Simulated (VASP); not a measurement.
# MoS2 (P6_3/mmc) in VASP: notebook

Runs on MoS2. Level: PBEsol. Tasks: single point.

Program: VASP 6.6.1. These are calculated values, not measurements. Logs are shortened: lines on timing, memory, paths and dates and some standing lists are left out, and cuts for length are marked.

## Step 1: The cell of the first run

The structure is hexagonal, space group P6_3/mmc (No. 194). The conventional cell has a = 3.256 Å, b = 3.256 Å, c = 10.860 Å, α = 90.00°, β = 90.00°, γ = 120.00°. Mo (site symmetry -6m2) has 6 S at 2.31 Å within 3.1 Å. S (site symmetry 3m) has 3 Mo at 2.31 Å and 1 S at 2.69 Å within 3.1 Å.

## Step 2: Single point, PBEsol (16.62 Å³/atom)

File INCAR:

```
PREC = Accurate
ENCUT = 520
EDIFF = 1E-6
ISMEAR = 1
SIGMA = 0.2
LREAL = F
LASPH = T
NELM = 80
ALGO = Normal
ISIF = 2
LWAVE = F
LCHARG = F
GGA = PS
NBANDS = 35
```

File KPOINTS:

```
Automatic mesh
0
Gamma
  12 12 4
```

File POSCAR:

```
MoS2
1.0
    3.2559956522      0.0000000000      0.0000000000
   -1.6279978261      2.8197749494      0.0000000000
    0.0000000000      0.0000000000     10.8600478985
Mo S
2 4
Direct
    0.3333333333      0.6666666667      0.2500000000
    0.6666666667      0.3333333333      0.7500000000
    0.3333333333      0.6666666667      0.6259932117
    0.6666666667      0.3333333333      0.1259932117
    0.3333333333      0.6666666667      0.8740067883
    0.6666666667      0.3333333333      0.3740067883
```

Potentials or basis: VASP PAW PBE potentials, release 64 (Mo_sv, S).

On the command line:

```bash
cat potpaw_PBE.64/Mo_sv/POTCAR potpaw_PBE.64/S/POTCAR > POTCAR
mpirun -np 1 vasp_std > vasp.out
```

OUTCAR:

```text
PREC = Accurate
   ENCUT = 520
   EDIFF = 1E-6
   ISMEAR = 1
   LREAL = F
   LASPH = T
   NELM = 80
   ISIF = 2
   GGA = PS

 ion  position               nearest neighbor table
   1  0.333  0.667  0.250-   4 2.31   6 2.31   4 2.31   6 2.31   4 2.31   6 2.31
   2  0.667  0.333  0.750-   3 2.31   5 2.31   3 2.31   5 2.31   3 2.31   5 2.31
   3  0.333  0.667  0.626-   2 2.31   2 2.31   2 2.31   5 2.69
   4  0.667  0.333  0.126-   1 2.31   1 2.31   1 2.31   6 2.69
   5  0.333  0.667  0.874-   2 2.31   2 2.31   2 2.31   3 2.69
   6  0.667  0.333  0.374-   1 2.31   1 2.31   1 2.31   4 2.69

  LATTYP: Found a hexagonal cell.
 ALAT       =     3.2559956522
 C/A-ratio  =     3.3354000000

  Lattice vectors:

 A1 = (   3.2559956522,   0.0000000000,   0.0000000000)
 A2 = (  -1.6279978261,   2.8197749494,   0.0000000000)
 A3 = (   0.0000000000,   0.0000000000,  10.8600478985)

Analysis of symmetry for initial positions (statically):
=====================================================================
 Subroutine PRICEL returns:
 Original cell was already a primitive cell.

 Routine SETGRP: Setting up the symmetry group for a
 hexagonal supercell.

 Subroutine GETGRP returns: Found 24 space group operations
 (whereof 12 operations were pure point group operations)
 out of a pool of 24 trial point group operations.

The static configuration has the point symmetry D_3d.
 The point group associated with its full space group is D_6h.

Analysis of symmetry for dynamics (positions and initial velocities):
=====================================================================
 Subroutine PRICEL returns:
 Original cell was already a primitive cell.

 Routine SETGRP: Setting up the symmetry group for a
 hexagonal supercell.

 Subroutine GETGRP returns: Found 24 space group operations
 (whereof 12 operations were pure point group operations)
 out of a pool of 24 trial point group operations.

The dynamic configuration has the point symmetry D_3d.
 The point group associated with its full space group is D_6h.

 Subroutine INISYM returns: Found 24 space group operations
 (whereof 12 operations are pure point group operations),
 and found     1 'primitive' translations

----------------------------------------------------------------------------------------

                                     Primitive cell

  volume of cell :      99.7080

  direct lattice vectors                    reciprocal lattice vectors
     3.255995652  0.000000000  0.000000000     0.307125717  0.177319116  0.000000000
    -1.627997826  2.819774949  0.000000000     0.000000000  0.354638231  0.000000000
     0.000000000  0.000000000 10.860047898     0.000000000  0.000000000  0.092080625

  length of vectors
     3.255995652  3.255995652 10.860047898     0.354638231  0.354638231  0.092080625

  position of ions in fractional coordinates (direct lattice)
     0.333333333  0.666666667  0.250000000
     0.666666667  0.333333333  0.750000000
     0.333333333  0.666666667  0.625993212
     0.666666667  0.333333333  0.125993212
     0.333333333  0.666666667  0.874006788
     0.666666667  0.333333333  0.374006788

  ion indices of the primitive-cell ions
   primitive index   ion index
                 1           1
                 2           2
                 3           3
                 4           4
                 5           5
                 6           6

----------------------------------------------------------------------------------------

 KPOINTS: Automatic mesh

Automatic generation of k-mesh.
 Grid dimensions read from file:
 generate k-points for:   12   12    4

 Generating k-lattice:

  Cartesian coordinates                     Fractional coordinates (reciprocal lattice)
     0.025593810  0.014776593  0.000000000     0.083333333  0.000000000  0.000000000
     0.000000000  0.029553186  0.000000000     0.000000000  0.083333333  0.000000000
     0.000000000  0.000000000  0.023020156     0.000000000  0.000000000  0.250000000

  Length of vectors
     0.029553186  0.029553186  0.023020156

  Shift w.r.t. Gamma in fractional coordinates (k-lattice)
     0.000000000  0.000000000  0.000000000

 Subroutine IBZKPT returns following result:
 ===========================================

 Found     57 irreducible k-points:

 Following reciprocal coordinates:
            Coordinates               Weight
  0.000000  0.000000  0.000000      1.000000
  0.083333  0.000000  0.000000      6.000000
  0.166667  0.000000  0.000000      6.000000
  0.250000  0.000000  0.000000      6.000000
  0.333333  0.000000  0.000000      6.000000
  0.416667  0.000000  0.000000      6.000000
[... 16 lines left out ...]
  0.250000  0.000000  0.250000     12.000000
  0.333333  0.000000  0.250000     12.000000
 [... further k-points ...]
   k-points           NKPTS =     57   k-points in BZ     NKDIM =     57   number of bands    NBANDS=     35
   number of dos      NEDOS =    301   number of ions     NIONS =      6
   total plane-waves  NPLWV =  48384
   dimension x,y,z NGX =    24 NGY =   24 NGZ =   84
   dimension x,y,z NGXF=    48 NGYF=   48 NGZF=  168
   ions per type =               2   4
   NGX,Y,Z   is equivalent  to a cutoff of  12.25, 12.25, 12.86 a.u.
   NGXF,Y,Z  is equivalent  to a cutoff of  24.51, 24.51, 25.72 a.u.
 SYSTEM =  unknown system
   PREC   = accura    normal or accurate (medium, high low for compatibility)
   ISTART =      0    job   : 0-new  1-cont  2-samecut
   ICHARG =      2    charge: 1-file 2-atom 10-const
   ISPIN  =      1    spin polarized calculation?
   LNONCOLLINEAR =      F non collinear calculations
   LSORBIT =      F    spin-orbit coupling
   LASPH  =      T    aspherical Exc in radial PAW
   ENCUT  =  520.0 eV  38.22 Ry    6.18 a.u.   6.05  6.05 20.19*2*pi/ulx,y,z
   NELM   =     80;   NELMIN=  2; NELMDL= -5     # of ELM steps
   EDIFF  = 0.1E-05   stopping-criterion for ELM
   LREAL  =      F    real-space projection
   EDIFFG = 0.1E-04   stopping-criterion for IOM
   NSW    =      0    number of steps for IOM
   IBRION =     -1    ionic relax: 0-MD 1-quasi-New 2-CG
   NFREE  =      0    steps in history (QN), initial steepest desc. (CG)
   ISIF   =      2    stress and relaxation
   ISYM   =      2    0-nonsym 1-usesym 2-fastsym
   POTIM  = 0.5000    time-step for ionic-motion
   TEBEG  =    0.0;   TEEND  =   0.0 temperature during run
   PSTRESS=    0.0 pullay stress
   NELECT =      52.0000    total number of electrons
   NUPDOWN=      -1.0000    fix difference up-down
   EMIN   =  10.00;   EMAX   =-10.00  energy-range for DOS
   EFERMI =   0.00;   METHOD = LEGACY
   ISMEAR =     1;   SIGMA  =   0.20  broadening in eV -4-tet -1-fermi 0-gaus
   EFERMI_NEDOS =   21; number of points for ismear=-14 and -15
   IALGO  =     38    algorithm
   IMIX   =      4    mixing-type and parameters
     AMIX     =   0.40;   BMIX     =  1.00
     AMIX_MAG =   1.60;   BMIX_MAG =  1.00
  volume/ion in A,a.u.               =      16.62       112.14
  Fermi-wavevector in a.u.,A,eV,Ry     =   1.317749  2.490184 23.625996  1.736462
  Thomas-Fermi vector in A             =   2.447768
   LORBIT       =      0    0 simple, 1 ext, 2 COOP (PROOUT), +10 PAW based schemes
   GGA     = PS    functional components
   LHFCALC =     F    Hartree Fock is set to
   AEXX    =    0.0000 exact exchange contribution
   IVDW    =     0    specifies the selected vdW correction
   LEPSILON=     F    determine dielectric tensor
   LRPA    =     F    only Hartree local field effects (RPA)
 non-spin polarized calculation
 Methfessel and Paxton  Order N= 1 SIGMA  =   0.20
  energy-cutoff  :      520.00
  volume of cell :       99.71
 maximum number of plane-waves:      2724
   NGX = 13   NGY = 13   NGZ = 41

 number of electron      51.9999997 magnetization

 Free energy of the ion-electron system (eV)
  ---------------------------------------------------
  ext. energy  EPLUGINS =         0.00000000
  ---------------------------------------------------
  free energy    TOTEN  =       -45.29340035 eV

  energy without entropy =      -45.28789181  energy(sigma->0) =      -45.29156417

 E-fermi :   8.7347     XC(G=0): -11.3374

 val. band max:        8.6910657727   @ k =   0.0833   0.0000   0.0000
 cond. band min:       8.7409780091   @ k =   0.3333   0.2500   0.0000
 fundamental gap:      0.0499122364
 Fermi energy:         8.7346578155

 k-point     1 :       0.0000    0.0000    0.0000
  band No.  band energies     occupation
      1     -52.9851      2.00000
      2     -52.9851      2.00000
      3     -27.1441      2.00000
      4     -27.1435      2.00000
      5     -27.1199      2.00000
      6     -27.1199      2.00000
[... 27 lines left out ...]
     34      11.4685     -0.00000
     35      12.9547      0.00000

 k-point     2 :       0.0833    0.0000    0.0000
  band No.  band energies     occupation
      1     -52.9830      2.00000
      2     -52.9830      2.00000
      3     -27.1445      2.00000
      4     -27.1445      2.00000
      5     -27.1392      2.00000
      6     -27.1386      2.00000
[... 27 lines left out ...]
     34      11.3314     -0.00000
     35      13.3859      0.00000

 k-point     3 :       0.1667    0.0000    0.0000
  band No.  band energies     occupation
      1     -52.9772      2.00000
      2     -52.9772      2.00000
      3     -27.2113      2.00000
      4     -27.2113      2.00000
      5     -27.1401      2.00000
      6     -27.1401      2.00000
[... 27 lines left out ...]
     34      11.3407     -0.00000
     35      14.5338      0.00000
[... 723 lines left out ...]
 k-point    23 :       0.2500    0.0000    0.2500
  band No.  band energies     occupation
      1     -52.9692      2.00000
      2     -52.9692      2.00000
      3     -27.3013      2.00000
      4     -27.3013      2.00000
      5     -27.1602      2.00000
      6     -27.1602      2.00000
[... 27 lines left out ...]
     34      11.9029     -0.00000
     35      15.7185      0.00000

 k-point    24 :       0.3333    0.0000    0.2500
  band No.  band energies     occupation
      1     -52.9612      2.00000
      2     -52.9612      2.00000
      3     -27.3899      2.00000
      4     -27.3899      2.00000
      5     -27.1803      2.00000
      6     -27.1803      2.00000
[... 27 lines left out ...]
     34      12.5007     -0.00000
     35      14.8495      0.00000

 [... further k-points ...]

------------------------ aborting loop because EDIFF is reached ----------------------------------------

  FORCE on cell =-STRESS in cart. coord.  units (eV):
  Direction    XX          YY          ZZ          XY          YZ          ZX
  --------------------------------------------------------------------------------------
  -------------------------------------------------------------------------------------
  Total        3.3317054      3.3317054     22.0710494      0.0000000      0.0000000      0.0000000
  in kB       53.5361544     53.5361544    354.6529358      0.0000000      0.0000000      0.0000000
  external PRESSURE =     153.9084149 kB  Pullay stress =       0.0000000 kB

 VOLUME and BASIS-vectors are now :
 -----------------------------------------------------------------------------
  energy-cutoff  :      520.00
  volume of cell :       99.71
      direct lattice vectors                 reciprocal lattice vectors
     3.255995652  0.000000000  0.000000000     0.307125717  0.177319116  0.000000000
    -1.627997826  2.819774949  0.000000000     0.000000000  0.354638231  0.000000000
     0.000000000  0.000000000 10.860047898     0.000000000  0.000000000  0.092080625

 POSITION                                       TOTAL-FORCE (eV/Angst)
 -----------------------------------------------------------------------------------
     -0.00000      1.87985      2.71501        -0.000000      0.000000      0.000000
      1.62800      0.93992      8.14504         0.000000     -0.000000      0.000000
     -0.00000      1.87985      6.79832         0.000000      0.000000     -3.526830
      1.62800      0.93992      1.36829         0.000000     -0.000000     -3.526830
     -0.00000      1.87985      9.49176        -0.000000      0.000000      3.526830
      1.62800      0.93992      4.06173        -0.000000     -0.000000      3.526830
 -----------------------------------------------------------------------------------
    total drift:                               -0.000000      0.000000     -0.000000

  FREE ENERGIE OF THE ION-ELECTRON SYSTEM (eV)
  ---------------------------------------------------
  free  energy   TOTEN  =       -45.2934003471 eV

  energy  without entropy=      -45.2878918095  energy(sigma->0) =      -45.29156417
```

Wall time 2.3 min (1 thread of Intel Xeon Platinum 8488C (Sapphire Rapids), shared host); peak memory 0.3 GiB.

Results:

```yaml
Free_energy: -45.2934 eV
Pressure: 15.4 GPa
Largest_force: 3.527 eV/Å
Band_gap_on_the_k_mesh: zero (bands 26 and 27 overlap by 1.09 eV)
```

Forces in eV/Å, atoms in the order of the input:
```
Mo   0.000  0.000  0.000
Mo   0.000  0.000  0.000
S    0.000  0.000 -3.527
S    0.000  0.000 -3.527
S    0.000  0.000  3.527
S    0.000  0.000  3.527
```

Levels at points of the mesh, in eV from the Fermi level:
```tsv
k point	band 23	band 24	band 25	band 26	band 27	band 28	band 29	band 30
(0.00, 0.00, 0.00)	-3.17	-0.39	0.09	0.72	1.63	1.63	1.65	1.65
(0.50, 0.00, 0.00)	-2.36	-2.03	-1.89	-1.41	0.70	0.84	1.18	1.24
(0.00, 0.00, 0.50)	-1.89	-1.89	0.62	0.62	1.63	1.63	1.63	1.63
(0.50, 0.00, 0.50)	-2.31	-2.31	-1.54	-1.54	0.76	0.76	1.21	1.21
```

Caveat: the stress differs along the axes, from 5 to 35 GPa; the PAW data sets were made with another functional, which shifts forces and pressure a little.

## Step 3: Single point, PBEsol (16.62 Å³/atom)

File INCAR:

```
  PREC = Accurate
  ENCUT = 520
  EDIFF = 1E-6
  ISMEAR = 1
  SIGMA = 0.2
  LREAL = F
  LASPH = T
  NELM = 80
  ALGO = Normal
  ISIF = 2
  LWAVE = F
  LCHARG = F
  GGA = PS
  NBANDS = 35
```

KPOINTS is that of step 2.

Edit POSCAR of step 2 so:

```diff
@@ -2,5 +2,5 @@
 1.0
-    3.2559956522      0.0000000000      0.0000000000
-   -1.6279978261      2.8197749494      0.0000000000
-    0.0000000000      0.0000000000     10.8600478985
+    3.1779268178      0.0000000000      0.0000000000
+   -1.5889634089      2.7521653556      0.0000000000
+    0.0000000000      0.0000000000     11.4001768735
 Mo S
```

Potentials or basis: VASP PAW PBE potentials, release 64 (Mo_sv, S).

On the command line:

```bash
cat potpaw_PBE.64/Mo_sv/POTCAR potpaw_PBE.64/S/POTCAR > POTCAR
mpirun -np 1 vasp_std > vasp.out
```

It took 2.1 min on 1 thread of Intel Xeon Platinum 8488C (Sapphire Rapids), shared host; peak memory 0.3 GiB.

Results (log left out):

```
Free energy            : -46.0773 eV
Pressure               : 14.8 GPa
Largest force          : 2.862 eV/Å
Band gap on the k mesh : zero (bands 26 and 27 overlap by 0.32 eV)
```

Forces on the atoms (eV/Å):
```
Mo   0.000  0.000  0.000
Mo   0.000  0.000  0.000
S    0.000  0.000 -2.862
S    0.000  0.000 -2.862
S    0.000  0.000  2.862
S    0.000  0.000  2.862
```

Stress tensor (GPa, compression positive):
```
 7.82  0.00  0.00
 0.00  7.82  0.00
 0.00  0.00 28.73
```

Levels at points of the mesh, in eV from the Fermi level:
| k point | band 24 | band 25 | band 26 | band 27 | band 28 | band 29 |
| --- | --- | --- | --- | --- | --- | --- |
| (0.00, 0.00, 0.00) | -1.05 | -0.76 | 0.31 | 1.68 | 1.68 | 1.69 |
| (0.50, 0.00, 0.00) | -2.45 | -2.04 | -1.67 | 0.91 | 1.00 | 1.49 |
| (0.00, 0.00, 0.50) | -2.55 | 0.07 | 0.07 | 1.68 | 1.68 | 1.68 |
| (0.50, 0.00, 0.50) | -2.61 | -1.81 | -1.81 | 0.95 | 0.95 | 1.57 |

Caveat: the stress differs along the axes, from 8 to 29 GPa; the PAW data sets were made with another functional, which shifts forces and pressure a little; this functional lacks dispersion, which binds layers or chains, so the pressure and a relaxed spacing across them are unreliable.

(Continued in part 2 of 2.)

The gap in the log of VASP goes by the Fermi energy; the results here count the filled bands.